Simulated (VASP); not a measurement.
# In (Fmmm) in VASP: single point with PBEsol

Aim: the single point of In with PBEsol.

All numbers are computed with VASP 6.6.1; they aren't measurements. Logs are shortened: lines on timing, memory, paths and dates and some standing lists are left out, and cuts for length are marked.

## 1. The cell of the first run

Symmetry: Fmmm, No. 69, orthorhombic system. The conventional cell has a = 4.460 Å, b = 5.237 Å, c = 14.779 Å, α = 90.00°, β = 90.00°, γ = 90.00°. In (site symmetry mm2) has 10 In at 3.24 to 4.46 Å within 4.5 Å.

## 2. Single point, PBEsol

File INCAR:

```
ALGO = Normal
EDIFF = 1E-6
ENCUT = 520
GGA = PS
ISIF = 2
ISMEAR = -1
LASPH = True
LCHARG = True
LELF = True
LREAL = False
LVHAR = True
LWAVE = False
NBANDS = 20
NELM = 100
PREC = Accurate
SIGMA = 0.1
```

File KPOINTS:

```
k-points
0
Gamma
  9 9 9
```

File POSCAR:

```
In
1.0
    0.0000000000      2.6184700000      7.3897100000
    2.2301200000      0.0000000000      7.3897100000
    2.2301200000      2.6184700000      0.0000000000
In
2
Direct
    0.3297000000      0.3297000000      0.6703000000
    0.6703000000      0.6703000000      0.3297000000
```

Potentials or basis: VASP PAW PBE potentials, release 64 (In_d).

Command:

```sh
$ cat potpaw_PBE.64/In_d/POTCAR > POTCAR
$ mpirun -np 1 vasp_std > vasp.out
```

OUTCAR:

```text
EDIFF = 1E-6
   ENCUT = 520
   GGA = PS
   ISIF = 2
   ISMEAR = -1
   LASPH = True
   LREAL = False
   NELM = 100
   PREC = Accurate

 ion  position               nearest neighbor table
   1  0.330  0.330  0.670-   2 3.24   2 3.24   2 3.52   2 3.52
   2  0.670  0.670  0.330-   1 3.24   1 3.24   1 3.52   1 3.52

  LATTYP: Found a face centered orthorhombic cell.
 ALAT       =     4.4602400000
 B/A-ratio  =     1.1741386114
 C/A-ratio  =     3.3135929905

  Lattice vectors:

 A1 = (   0.0000000000,   2.6184700000,   7.3897100000)
 A2 = (   2.2301200000,   0.0000000000,   7.3897100000)
 A3 = (   2.2301200000,   2.6184700000,   0.0000000000)

Analysis of symmetry for initial positions (statically):
=====================================================================
 Subroutine PRICEL returns:
 Original cell was already a primitive cell.

 Routine SETGRP: Setting up the symmetry group for a
 face centered orthorhombic supercell.

 Subroutine GETGRP returns: Found  8 space group operations
 (whereof  8 operations were pure point group operations)
 out of a pool of  8 trial point group operations.

The static configuration has the point symmetry D_2h.

Analysis of symmetry for dynamics (positions and initial velocities):
=====================================================================
 Subroutine PRICEL returns:
 Original cell was already a primitive cell.

 Routine SETGRP: Setting up the symmetry group for a
 face centered orthorhombic supercell.

 Subroutine GETGRP returns: Found  8 space group operations
 (whereof  8 operations were pure point group operations)
 out of a pool of  8 trial point group operations.

The dynamic configuration has the point symmetry D_2h.

 Subroutine INISYM returns: Found  8 space group operations
 (whereof  8 operations are pure point group operations),
 and found     1 'primitive' translations

----------------------------------------------------------------------------------------

                                     Primitive cell

  volume of cell :      86.3045

  direct lattice vectors                    reciprocal lattice vectors
     0.000000000  2.618470000  7.389710000    -0.224203182  0.190951204  0.067661654
     2.230120000  0.000000000  7.389710000     0.224203182 -0.190951204  0.067661654
     2.230120000  2.618470000  0.000000000     0.224203182  0.190951204 -0.067661654

  length of vectors
     7.839910652  7.718889110  3.439450589     0.302171356  0.302171356  0.302171356

  position of ions in fractional coordinates (direct lattice)
     0.329700000  0.329700000  0.670300000
     0.670300000  0.670300000  0.329700000

  ion indices of the primitive-cell ions
   primitive index   ion index
                 1           1
                 2           2

----------------------------------------------------------------------------------------

 KPOINTS: k-points

Automatic generation of k-mesh.
 Grid dimensions read from file:
 generate k-points for:    9    9    9

 Generating k-lattice:

  Cartesian coordinates                     Fractional coordinates (reciprocal lattice)
    -0.024911465  0.021216800  0.007517962     0.111111111  0.000000000  0.000000000
     0.024911465 -0.021216800  0.007517962     0.000000000  0.111111111  0.000000000
     0.024911465  0.021216800 -0.007517962     0.000000000  0.000000000  0.111111111

  Length of vectors
     0.033574595  0.033574595  0.033574595

  Shift w.r.t. Gamma in fractional coordinates (k-lattice)
     0.000000000  0.000000000  0.000000000

 Subroutine IBZKPT returns following result:
 ===========================================

 Found    125 irreducible k-points:

 Following reciprocal coordinates:
            Coordinates               Weight
  0.000000  0.000000  0.000000      1.000000
  0.111111 -0.000000 -0.000000      8.000000
  0.222222 -0.000000  0.000000      8.000000
  0.333333  0.000000  0.000000      8.000000
  0.444444 -0.000000  0.000000      8.000000
  0.111111  0.111111  0.000000      2.000000
[... 16 lines left out ...]
 -0.333333  0.333333  0.000000      4.000000
  0.444444  0.444444  0.000000      2.000000
 [... further k-points ...]
   k-points           NKPTS =    125   k-points in BZ     NKDIM =    125   number of bands    NBANDS=     20
   number of dos      NEDOS =    301   number of ions     NIONS =      2
   total plane-waves  NPLWV = 100800
   dimension x,y,z NGX =    60 NGY =   60 NGZ =   28
   dimension x,y,z NGXF=   120 NGYF=  120 NGZF=   56
   ions per type =               2
   NGX,Y,Z   is equivalent  to a cutoff of  12.72, 12.92, 13.53 a.u.
   NGXF,Y,Z  is equivalent  to a cutoff of  25.45, 25.85, 27.07 a.u.
 SYSTEM =  unknown system
   PREC   = accura    normal or accurate (medium, high low for compatibility)
   ISTART =      0    job   : 0-new  1-cont  2-samecut
   ICHARG =      2    charge: 1-file 2-atom 10-const
   ISPIN  =      1    spin polarized calculation?
   LNONCOLLINEAR =      F non collinear calculations
   LSORBIT =      F    spin-orbit coupling
   LASPH  =      T    aspherical Exc in radial PAW
   ENCUT  =  520.0 eV  38.22 Ry    6.18 a.u.  14.58 14.35  6.40*2*pi/ulx,y,z
   NELM   =    100;   NELMIN=  2; NELMDL= -5     # of ELM steps
   EDIFF  = 0.1E-05   stopping-criterion for ELM
   LREAL  =      F    real-space projection
   EDIFFG = 0.1E-04   stopping-criterion for IOM
   NSW    =      0    number of steps for IOM
   IBRION =     -1    ionic relax: 0-MD 1-quasi-New 2-CG
   NFREE  =      0    steps in history (QN), initial steepest desc. (CG)
   ISIF   =      2    stress and relaxation
   ISYM   =      2    0-nonsym 1-usesym 2-fastsym
   POTIM  = 0.5000    time-step for ionic-motion
   TEBEG  =    0.0;   TEEND  =   0.0 temperature during run
   PSTRESS=    0.0 pullay stress
   NELECT =      26.0000    total number of electrons
   NUPDOWN=      -1.0000    fix difference up-down
   EMIN   =  10.00;   EMAX   =-10.00  energy-range for DOS
   EFERMI =   0.00;   METHOD = LEGACY
   ISMEAR =    -1;   SIGMA  =   0.10  broadening in eV -4-tet -1-fermi 0-gaus
   EFERMI_NEDOS =   21; number of points for ismear=-14 and -15
   IALGO  =     38    algorithm
   IMIX   =      4    mixing-type and parameters
     AMIX     =   0.40;   BMIX     =  1.00
     AMIX_MAG =   1.60;   BMIX_MAG =  1.00
  volume/ion in A,a.u.               =      43.15       291.21
  Fermi-wavevector in a.u.,A,eV,Ry     =   1.097459  2.073896 16.387071  1.204416
  Thomas-Fermi vector in A             =   2.233819
   LORBIT       =      0    0 simple, 1 ext, 2 COOP (PROOUT), +10 PAW based schemes
   GGA     = PS    functional components
   LHFCALC =     F    Hartree Fock is set to
   AEXX    =    0.0000 exact exchange contribution
   IVDW    =     0    specifies the selected vdW correction
   LEPSILON=     F    determine dielectric tensor
   LRPA    =     F    only Hartree local field effects (RPA)
 non-spin polarized calculation
  energy-cutoff  :      520.00
  volume of cell :       86.30
 maximum number of plane-waves:      2367
   NGX = 29   NGY = 29   NGZ = 13

 number of electron      25.9999995 magnetization

 Free energy of the ion-electron system (eV)
  ---------------------------------------------------
  ext. energy  EPLUGINS =         0.00000000
  ---------------------------------------------------
  free energy    TOTEN  =        -5.16456774 eV

  energy without entropy =       -5.12018836  energy(sigma->0) =       -5.14237805

 E-fermi :   2.8768     XC(G=0):  -7.8646

 val. band max:        2.8747773238   @ k =  -0.3333   0.3333   0.2222
 cond. band min:       2.8947456344   @ k =  -0.1111   0.4444   0.4444
 fundamental gap:      0.0199683106
 Fermi energy:         2.8768155196

 k-point     1 :       0.0000    0.0000    0.0000
  band No.  band energies     occupation
      1     -11.6991      2.00000
      2     -11.6539      2.00000
      3     -11.6128      2.00000
      4     -11.5980      2.00000
      5     -11.5375      2.00000
      6     -11.4880      2.00000
[... 12 lines left out ...]
     19      11.0103      0.00000
     20      11.0266      0.00000

 k-point     2 :       0.1111   -0.0000   -0.0000
  band No.  band energies     occupation
      1     -11.6829      2.00000
      2     -11.6462      2.00000
      3     -11.6037      2.00000
      4     -11.5862      2.00000
      5     -11.5323      2.00000
      6     -11.4914      2.00000
[... 12 lines left out ...]
     19      10.8790      0.00000
     20      11.2788      0.00000

 k-point     3 :       0.2222   -0.0000    0.0000
  band No.  band energies     occupation
      1     -11.6580      2.00000
      2     -11.6332      2.00000
      3     -11.5816      2.00000
      4     -11.5623      2.00000
      5     -11.5111      2.00000
      6     -11.4929      2.00000
[... 12 lines left out ...]
     19      10.9805      0.00000
     20      11.8637      0.00000

 k-point     4 :       0.3333    0.0000    0.0000
  band No.  band energies     occupation
      1     -11.6402      2.00000
      2     -11.6238      2.00000
      3     -11.5948      2.00000
      4     -11.5338      2.00000
      5     -11.5293      2.00000
      6     -11.4828      2.00000
[... 12 lines left out ...]
     19      10.8377      0.00000
     20      11.9829      0.00000

 k-point     5 :       0.4444   -0.0000    0.0000
  band No.  band energies     occupation
      1     -11.6257      2.00000
      2     -11.6109      2.00000
      3     -11.6085      2.00000
      4     -11.5781      2.00000
      5     -11.5187      2.00000
      6     -11.5030      2.00000
[... 12 lines left out ...]
     19      10.3375      0.00000
     20      11.0740      0.00000

 k-point     6 :       0.1111    0.1111    0.0000
  band No.  band energies     occupation
      1     -11.6992      2.00000
      2     -11.6541      2.00000
      3     -11.6128      2.00000
      4     -11.5980      2.00000
      5     -11.5372      2.00000
      6     -11.4881      2.00000
[... 12 lines left out ...]
     19      11.0340      0.00000
     20      11.1460      0.00000

 k-point     7 :       0.2222    0.1111   -0.0000
  band No.  band energies     occupation
      1     -11.6829      2.00000
      2     -11.6466      2.00000
      3     -11.6038      2.00000
      4     -11.5862      2.00000
      5     -11.5319      2.00000
      6     -11.4915      2.00000
[... 12 lines left out ...]
     19      10.9244      0.00000
     20      11.4605      0.00000
[... 277 lines left out ...]
 k-point    20 :       0.3333    0.3333    0.0000
  band No.  band energies     occupation
      1     -11.6992      2.00000
      2     -11.6555      2.00000
      3     -11.6131      2.00000
      4     -11.5979      2.00000
      5     -11.5358      2.00000
      6     -11.4883      2.00000
[... 12 lines left out ...]
     19      11.1130      0.00000
     20      11.1678      0.00000

 k-point    21 :       0.4444    0.3333    0.0000
  band No.  band energies     occupation
      1     -11.6830      2.00000
      2     -11.6478      2.00000
      3     -11.6042      2.00000
      4     -11.5861      2.00000
      5     -11.5306      2.00000
      6     -11.4917      2.00000
[... 12 lines left out ...]
     19      11.0554      0.00000
     20      12.2224      0.00000

 k-point    22 :      -0.4444    0.3333    0.0000
  band No.  band energies     occupation
      1     -11.6586      2.00000
      2     -11.6341      2.00000
      3     -11.5811      2.00000
      4     -11.5632      2.00000
      5     -11.5101      2.00000
      6     -11.4933      2.00000
[... 12 lines left out ...]
     19      11.1133      0.00000
     20      11.7152      0.00000

 k-point    23 :      -0.3333    0.3333    0.0000
  band No.  band energies     occupation
      1     -11.6410      2.00000
      2     -11.6244      2.00000
      3     -11.5942      2.00000
      4     -11.5330      2.00000
      5     -11.5299      2.00000
      6     -11.4825      2.00000
[... 12 lines left out ...]
     19      10.9123      0.00000
     20      12.5943      0.00000

 k-point    24 :       0.4444    0.4444    0.0000
  band No.  band energies     occupation
      1     -11.6992      2.00000
      2     -11.6560      2.00000
      3     -11.6131      2.00000
      4     -11.5979      2.00000
      5     -11.5353      2.00000
      6     -11.4884      2.00000
[... 12 lines left out ...]
     19      11.1021      0.00000
     20      11.2163      0.00000

 [... further k-points ...]

------------------------ aborting loop because EDIFF is reached ----------------------------------------

  FORCE on cell =-STRESS in cart. coord.  units (eV):
  Direction    XX          YY          ZZ          XY          YZ          ZX
  --------------------------------------------------------------------------------------
  -------------------------------------------------------------------------------------
  Total       -2.0051366     -2.6347208     -0.6818433     -0.0000000      0.0000000      0.0000000
  in kB      -37.2238532    -48.9116105    -12.6579079     -0.0000000      0.0000000      0.0000000
  external PRESSURE =     -32.9311238 kB  Pullay stress =       0.0000000 kB

 VOLUME and BASIS-vectors are now :
 -----------------------------------------------------------------------------
  energy-cutoff  :      520.00
  volume of cell :       86.30
      direct lattice vectors                 reciprocal lattice vectors
     0.000000000  2.618470000  7.389710000    -0.224203182  0.190951204  0.067661654
     2.230120000  0.000000000  7.389710000     0.224203182 -0.190951204  0.067661654
     2.230120000  2.618470000  0.000000000     0.224203182  0.190951204 -0.067661654

 POSITION                                       TOTAL-FORCE (eV/Angst)
 -----------------------------------------------------------------------------------
      2.23012      2.61847      4.87277         0.000000      0.000000      0.025129
      2.23012      2.61847      9.90665         0.000000      0.000000     -0.025129
 -----------------------------------------------------------------------------------
    total drift:                                0.000000      0.000000      0.000000

  FREE ENERGIE OF THE ION-ELECTRON SYSTEM (eV)
  ---------------------------------------------------
  free  energy   TOTEN  =        -5.1645677426 eV

  energy  without entropy=       -5.1201883623  energy(sigma->0) =       -5.14237805
```

It took 4.5 min on 1 thread of Intel Xeon Platinum 8488C (Sapphire Rapids), shared host; peak memory 0.41 GiB.

What came out:

| Property | Result |
| --- | --- |
| Free energy | -5.1646 eV |
| Pressure | -3.3 GPa |
| Largest force | 0.025 eV/Å |
| Band gap on the k mesh | zero (bands 13 and 14 overlap by 1.70 eV) |

Forces on the atoms (eV/Å):
```
In   0.000  0.000  0.025
In   0.000  0.000 -0.025
```

Caveat: the cell stands under tension; the PAW data sets were made with another functional, which shifts forces and pressure a little; spin-orbit coupling is left out, which moves the levels of the heavy elements.
